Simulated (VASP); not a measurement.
# AlN (Fm-3m) in VASP: single point with revPBE

Aim: the single point of AlN with revPBE.

Everything below comes from runs of VASP 6.6.1. Logs are shortened: lines on timing, memory, paths and dates and some standing lists are left out, and cuts for length are marked.

## Step 1: The cell of the first run

It takes space group Fm-3m (No. 225, cubic). The conventional cell has a = 3.938 Å, b = 3.938 Å, c = 3.938 Å, α = 90.00°, β = 90.00°, γ = 90.00°. Al (site symmetry m-3m) has 6 N at 1.97 Å within 2.6 Å. N (site symmetry m-3m) has 6 Al at 1.97 Å within 2.6 Å.

## Step 2: Single point, revPBE

Contents of INCAR:

```
SYSTEM = AlN
ALGO     = Normal         ! electronic algorithm
EDIFF    = 1E-6           ! SCF threshold, eV
ENCUT    = 600            ! plane-wave cutoff, eV
GGA      = RE             ! functional
GGA_COMPAT= .FALSE.      
ISIF     = 2              ! what is computed and relaxed
ISMEAR   = 0              ! smearing method
LASPH    = .TRUE.         ! aspherical terms in the spheres
LCHARG   = .TRUE.         ! write CHGCAR
LELF     = .TRUE.         ! ELF
LREAL    = .FALSE.        ! projectors in reciprocal space
LVHAR    = .TRUE.       
LWAVE    = .FALSE.        ! write WAVECAR
NBANDS   = 11             ! bands
NELM     = 120            ! most SCF steps
PREC     = Accurate       ! precision mode
SIGMA    = 0.01           ! smearing width, eV
```

Contents of KPOINTS:

```
k-points
0
G
  8 8 8
  0 0 0
```

Contents of POSCAR:

```
AlN
1.0
    0.0000000000      1.9690000000      1.9690000000
    1.9690000000      0.0000000000      1.9690000000
    1.9690000000      1.9690000000      0.0000000000
Al N
1 1
Direct
    0.0000000000      0.0000000000      0.0000000000
    0.5000000000      0.5000000000      0.5000000000
```

Potentials or basis: VASP PAW PBE potentials, release 64 (Al, N).

Command:

```console
$ cat potpaw_PBE.64/Al/POTCAR potpaw_PBE.64/N/POTCAR > POTCAR
$ mpirun -np 1 vasp_std > vasp.out
```

OUTCAR:

```text
SYSTEM = AlN
   EDIFF = 1E-6
   ENCUT = 600
   GGA = RE
   ISIF = 2
   ISMEAR = 0
   LASPH = .TRUE.
   LREAL = .FALSE.
   NELM = 120
   PREC = Accurate

 ion  position               nearest neighbor table
   1  0.000  0.000  0.000-   2 1.97   2 1.97   2 1.97   2 1.97   2 1.97   2 1.97
   2  0.500  0.500  0.500-   1 1.97   1 1.97   1 1.97   1 1.97   1 1.97   1 1.97

  LATTYP: Found a face centered cubic cell.
 ALAT       =     3.9380000000

  Lattice vectors:

 A1 = (   0.0000000000,   1.9690000000,   1.9690000000)
 A2 = (   1.9690000000,   0.0000000000,   1.9690000000)
 A3 = (   1.9690000000,   1.9690000000,   0.0000000000)

Analysis of symmetry for initial positions (statically):
=====================================================================
 Subroutine PRICEL returns:
 Original cell was already a primitive cell.

 Routine SETGRP: Setting up the symmetry group for a
 face centered cubic supercell.

 Subroutine GETGRP returns: Found 48 space group operations
 (whereof 48 operations were pure point group operations)
 out of a pool of 48 trial point group operations.

The static configuration has the point symmetry O_h .

Analysis of symmetry for dynamics (positions and initial velocities):
=====================================================================
 Subroutine PRICEL returns:
 Original cell was already a primitive cell.

 Routine SETGRP: Setting up the symmetry group for a
 face centered cubic supercell.

 Subroutine GETGRP returns: Found 48 space group operations
 (whereof 48 operations were pure point group operations)
 out of a pool of 48 trial point group operations.

The dynamic configuration has the point symmetry O_h .

 Subroutine INISYM returns: Found 48 space group operations
 (whereof 48 operations are pure point group operations),
 and found     1 'primitive' translations

----------------------------------------------------------------------------------------

                                     Primitive cell

  volume of cell :      15.2675

  direct lattice vectors                    reciprocal lattice vectors
     0.000000000  1.969000000  1.969000000    -0.253936008  0.253936008  0.253936008
     1.969000000  0.000000000  1.969000000     0.253936008 -0.253936008  0.253936008
     1.969000000  1.969000000  0.000000000     0.253936008  0.253936008 -0.253936008

  length of vectors
     2.784586504  2.784586504  2.784586504     0.439830068  0.439830068  0.439830068

  position of ions in fractional coordinates (direct lattice)
     0.000000000  0.000000000  0.000000000
     0.500000000  0.500000000  0.500000000

  ion indices of the primitive-cell ions
   primitive index   ion index
                 1           1
                 2           2

----------------------------------------------------------------------------------------

 KPOINTS: k-points

Automatic generation of k-mesh.
 Grid dimensions read from file:
 generate k-points for:    8    8    8

 Generating k-lattice:

  Cartesian coordinates                     Fractional coordinates (reciprocal lattice)
    -0.031742001  0.031742001  0.031742001     0.125000000  0.000000000  0.000000000
     0.031742001 -0.031742001  0.031742001     0.000000000  0.125000000  0.000000000
     0.031742001  0.031742001 -0.031742001     0.000000000  0.000000000  0.125000000

  Length of vectors
     0.054978758  0.054978758  0.054978758

  Shift w.r.t. Gamma in fractional coordinates (k-lattice)
     0.000000000  0.000000000  0.000000000

 Subroutine IBZKPT returns following result:
 ===========================================

 Found     29 irreducible k-points:

 Following reciprocal coordinates:
            Coordinates               Weight
  0.000000  0.000000  0.000000      1.000000
  0.125000  0.000000  0.000000      8.000000
  0.250000  0.000000  0.000000      8.000000
  0.375000  0.000000  0.000000      8.000000
  0.500000  0.000000  0.000000      4.000000
  0.125000  0.125000  0.000000      6.000000
[... 16 lines left out ...]
  0.500000  0.250000  0.125000     48.000000
 -0.375000  0.250000  0.125000     24.000000
 [... further k-points ...]
   k-points           NKPTS =     29   k-points in BZ     NKDIM =     29   number of bands    NBANDS=     11
   number of dos      NEDOS =    301   number of ions     NIONS =      2
   total plane-waves  NPLWV =  13824
   dimension x,y,z NGX =    24 NGY =   24 NGZ =   24
   dimension x,y,z NGXF=    48 NGYF=   48 NGZF=   48
   ions per type =               1   1
   NGX,Y,Z   is equivalent  to a cutoff of  14.33, 14.33, 14.33 a.u.
   NGXF,Y,Z  is equivalent  to a cutoff of  28.66, 28.66, 28.66 a.u.
 SYSTEM =  AlN
   PREC   = accura    normal or accurate (medium, high low for compatibility)
   ISTART =      0    job   : 0-new  1-cont  2-samecut
   ICHARG =      2    charge: 1-file 2-atom 10-const
   ISPIN  =      1    spin polarized calculation?
   LNONCOLLINEAR =      F non collinear calculations
   LSORBIT =      F    spin-orbit coupling
   LASPH  =      T    aspherical Exc in radial PAW
   ENCUT  =  600.0 eV  44.10 Ry    6.64 a.u.   5.56  5.56  5.56*2*pi/ulx,y,z
   NELM   =    120;   NELMIN=  2; NELMDL= -5     # of ELM steps
   EDIFF  = 0.1E-05   stopping-criterion for ELM
   LREAL  =      F    real-space projection
   EDIFFG = 0.1E-04   stopping-criterion for IOM
   NSW    =      0    number of steps for IOM
   IBRION =     -1    ionic relax: 0-MD 1-quasi-New 2-CG
   NFREE  =      0    steps in history (QN), initial steepest desc. (CG)
   ISIF   =      2    stress and relaxation
   ISYM   =      2    0-nonsym 1-usesym 2-fastsym
   POTIM  = 0.5000    time-step for ionic-motion
   TEBEG  =    0.0;   TEEND  =   0.0 temperature during run
   PSTRESS=    0.0 pullay stress
   NELECT =       8.0000    total number of electrons
   NUPDOWN=      -1.0000    fix difference up-down
   EMIN   =  10.00;   EMAX   =-10.00  energy-range for DOS
   EFERMI =   0.00;   METHOD = LEGACY
   ISMEAR =     0;   SIGMA  =   0.01  broadening in eV -4-tet -1-fermi 0-gaus
   EFERMI_NEDOS =   21; number of points for ismear=-14 and -15
   IALGO  =     38    algorithm
   IMIX   =      4    mixing-type and parameters
     AMIX     =   0.40;   BMIX     =  1.00
     AMIX_MAG =   1.60;   BMIX_MAG =  1.00
  volume/ion in A,a.u.               =       7.63        51.51
  Fermi-wavevector in a.u.,A,eV,Ry     =   1.319823  2.494104 23.700443  1.741933
  Thomas-Fermi vector in A             =   2.449694
   LORBIT       =      0    0 simple, 1 ext, 2 COOP (PROOUT), +10 PAW based schemes
   GGA     = RE    functional components
   LHFCALC =     F    Hartree Fock is set to
   AEXX    =    0.0000 exact exchange contribution
   IVDW    =     0    specifies the selected vdW correction
   LEPSILON=     F    determine dielectric tensor
   LRPA    =     F    only Hartree local field effects (RPA)
 non-spin polarized calculation
 Gauss-broadening in eV      SIGMA  =   0.01
  energy-cutoff  :      600.00
  volume of cell :       15.27
 maximum number of plane-waves:       531
 NGX is ok and might be reduce to    24
   NGX = 11   NGY = 11   NGZ = 11

 number of electron       8.0000000 magnetization

 Free energy of the ion-electron system (eV)
  ---------------------------------------------------
  ext. energy  EPLUGINS =         0.00000000
  ---------------------------------------------------
  free energy    TOTEN  =       -13.74057649 eV

  energy without entropy =      -13.74057649  energy(sigma->0) =      -13.74057649

 E-fermi :  11.1686     XC(G=0): -12.5942

 val. band max:       11.1131361277   @ k =   0.0000   0.0000   0.0000
 cond. band min:      16.2679366699   @ k =   0.5000   0.5000   0.0000
 fundamental gap:      5.1548005422
 Fermi energy:        11.1685509099

 k-point     1 :       0.0000    0.0000    0.0000
  band No.  band energies     occupation
      1      -7.2183      2.00000
      2      11.1131      2.00000
      3      11.1131      2.00000
      4      11.1131      2.00000
      5      17.9967      0.00000
      6      23.5331      0.00000
      7      23.5331      0.00000
      8      23.5331      0.00000
      9      28.8843      0.00000
     10      29.4797      0.00000
     11      29.4797      0.00000

 k-point     2 :       0.1250    0.0000    0.0000
  band No.  band energies     occupation
      1      -6.8752      2.00000
      2       9.5866      2.00000
      3      10.8982      2.00000
      4      10.8982      2.00000
      5      18.7684      0.00000
      6      22.4152      0.00000
      7      24.0277      0.00000
      8      24.0277      0.00000
      9      27.8269      0.00000
     10      27.8269      0.00000
     11      30.5278      0.00000

 k-point     3 :       0.2500    0.0000    0.0000
  band No.  band energies     occupation
      1      -5.8954      2.00000
      2       6.5859      2.00000
      3      10.4340      2.00000
      4      10.4340      2.00000
      5      18.7075      0.00000
      6      23.0191      0.00000
      7      24.0497      0.00000
      8      24.0497      0.00000
      9      28.0155      0.00000
     10      28.0155      0.00000
     11      29.5795      0.00000

 k-point     4 :       0.3750    0.0000    0.0000
  band No.  band energies     occupation
      1      -4.5143      2.00000
      2       3.6965      2.00000
      3      10.0280      2.00000
      4      10.0280      2.00000
      5      18.0195      0.00000
      6      23.1913      0.00000
      7      23.1913      0.00000
      8      24.8486      0.00000
      9      28.5731      0.00000
     10      30.7160      0.00000
     11      30.7160      0.00000

 k-point     5 :       0.5000    0.0000    0.0000
  band No.  band energies     occupation
      1      -3.6541      2.00000
      2       2.2969      2.00000
      3       9.8731      2.00000
      4       9.8731      2.00000
      5      17.7657      0.00000
      6      22.8329      0.00000
      7      22.8329      0.00000
      8      25.6965      0.00000
      9      28.2139      0.00000
     10      32.7480      0.00000
     11      32.7480      0.00000
[... 211 lines left out ...]
 k-point    21 :       0.5000    0.5000    0.0000
  band No.  band energies     occupation
      1      -2.5678      2.00000
      2       3.1842      2.00000
      3       8.1058      2.00000
      4       8.1058      2.00000
      5      16.2679      0.00000
      6      16.6016      0.00000
      7      26.2246      0.00000
      8      29.7602      0.00000
      9      29.7602      0.00000
     10      35.2047      0.00000
     11      38.9509      0.00000

 k-point    22 :       0.3750    0.2500    0.1250
  band No.  band energies     occupation
      1      -5.0844      2.00000
      2       6.1983      2.00000
      3       8.3302      2.00000
      4       9.7977      2.00000
      5      20.0993      0.00000
      6      20.8244      0.00000
      7      22.1751      0.00000
      8      25.9664      0.00000
      9      27.0031      0.00000
     10      31.5791      0.00000
     11      33.9964      0.00000

 k-point    23 :       0.5000    0.2500    0.1250
  band No.  band energies     occupation
      1      -3.8385      2.00000
      2       4.2978      2.00000
      3       7.3480      2.00000
      4       9.2243      2.00000
      5      20.0386      0.00000
      6      21.0265      0.00000
      7      22.6834      0.00000
      8      25.3588      0.00000
      9      29.0082      0.00000
     10      32.2929      0.00000
     11      34.2925      0.00000

 k-point    24 :      -0.3750    0.2500    0.1250
  band No.  band energies     occupation
      1      -3.1073      2.00000
      2       3.2180      2.00000
      3       7.1138      2.00000
      4       8.9452      2.00000
      5      20.1146      0.00000
      6      20.4387      0.00000
      7      24.2906      0.00000
      8      24.8142      0.00000
      9      30.1905      0.00000
     10      31.3801      0.00000
     11      34.6779      0.00000

 [... further k-points ...]

------------------------ aborting loop because EDIFF is reached ----------------------------------------

  FORCE on cell =-STRESS in cart. coord.  units (eV):
  Direction    XX          YY          ZZ          XY          YZ          ZX
  --------------------------------------------------------------------------------------
  -------------------------------------------------------------------------------------
  Total        3.2113647      3.2113647      3.2113647      0.0000000      0.0000000      0.0000000
  in kB      337.0024599    337.0024599    337.0024599      0.0000000      0.0000000      0.0000000
  external PRESSURE =     337.0024599 kB  Pullay stress =       0.0000000 kB

 VOLUME and BASIS-vectors are now :
 -----------------------------------------------------------------------------
  energy-cutoff  :      600.00
  volume of cell :       15.27
      direct lattice vectors                 reciprocal lattice vectors
     0.000000000  1.969000000  1.969000000    -0.253936008  0.253936008  0.253936008
     1.969000000  0.000000000  1.969000000     0.253936008 -0.253936008  0.253936008
     1.969000000  1.969000000  0.000000000     0.253936008  0.253936008 -0.253936008

 POSITION                                       TOTAL-FORCE (eV/Angst)
 -----------------------------------------------------------------------------------
      0.00000      0.00000      0.00000         0.000000      0.000000     -0.000000
      1.96900      1.96900      1.96900        -0.000000     -0.000000      0.000000
 -----------------------------------------------------------------------------------
    total drift:                               -0.000000     -0.000000      0.000000

  FREE ENERGIE OF THE ION-ELECTRON SYSTEM (eV)
  ---------------------------------------------------
  free  energy   TOTEN  =       -13.7405764876 eV

  energy  without entropy=      -13.7405764876  energy(sigma->0) =      -13.74057649
```

Wall time 4.1 s (1 thread of AMD EPYC 9R45 (Zen 5), shared host); peak memory 0.1 GiB.

Results:

```
Free energy            : -13.7406 eV
Pressure               : 33.7 GPa
Band gap on the k mesh : 5.15 eV (least direct gap 6.88 eV)
```

Caveat: the cell stands under pressure; the PAW data sets were made with another functional, which shifts forces and pressure a little.
